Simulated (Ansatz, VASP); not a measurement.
# Two plane-wave programs on HfBi2O2

```
CELL_PARAMETERS angstrom
3.72072 0.00000 0.00000
-1.86036 3.22224 0.00000
0.00000 0.00000 9.74433
ATOMIC_POSITIONS crystal
Hf 0.00000 0.00000 0.00000
Bi 0.00000 0.00000 0.65922
Bi 0.00000 0.00000 0.34078
O 0.33333 0.66667 0.00000
O 0.66667 0.33333 0.00000
```

Alike in both runs: functional PBE; k mesh 12 × 12 × 4; occupations gaussian, width 0.1 eV; no spin polarisation.

Ansatz relaxed the structure, and its values are those at the end. VASP's run is a single point on that final structure, the one shown.

|  | VASP | Ansatz |
| --- | --- | --- |
| version | VASP 6.6.1 | Ansatz 0.2.0 |
| potentials or method | VASP PAW PBE potentials, release 64 (Hf_pv, Bi_d, O), cutoff 520 eV | scalar-relativistic, plane waves, PAW |
| valence electrons in the cell | 52 | 68 |

```tsv
	VASP	Ansatz	Ansatz less VASP
gap on the k mesh at the Fermi level (eV)	none	none	-
pressure (GPa)	-0.8	0.0	+0.79
rms of the force components (eV/Å)	0.006	0.001	-0.0053
```

A gap of «none» marks a metal or a gap that the smearing closes. With one functional, cell and mesh, what is left measures potentials, basis and numerics. VASP's potentials hold 52 valence electrons a cell and Ansatz's 68, so a difference there can come from the potentials and not from the codes.

Neither program's run includes spin-orbit coupling.
